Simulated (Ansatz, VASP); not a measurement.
One calculation of InP, two programs

```xyz
2
Lattice="0.0000 2.7670 2.9986 2.7670 0.0000 2.9986 2.7670 2.7670 0.0000" Properties=species:S:1:pos:R:3 pbc="T T T"
In    0.0000    0.0000    0.0000
P     2.7670    2.7670    2.9986
```

Alike in both runs: task single point; functional PBE; k mesh 20 × 20 × 20; occupations gaussian, width 0.15 eV; no spin polarisation.

|  | VASP | Ansatz |
| --- | --- | --- |
| version | VASP 6.6.1 | Ansatz 0.2.0 |
| potentials or method | VASP PAW PBE potentials, release 64 (In_d, P), cutoff 520 eV | scalar-relativistic, plane waves, PAW |
| valence electrons in the cell | 18 | 18 |

VASP gave:

| Property | Result |
| --- | --- |
| gap on the k mesh at the Fermi level (eV) | none |
| pressure (GPa) | -4.0 |
| traceless stress, the component that is largest in VASP (GPa) | -2.98 |

Q: What did Ansatz give for the same quantities?

A: gap on the k mesh at the Fermi level (eV): none; pressure (GPa): -4.0; traceless stress, the component that is largest in VASP (GPa): -2.99.

A gap of «none» marks a metal or a gap that the smearing closes. The functional is the same, so the differences come from potentials, cutoffs and numerics.
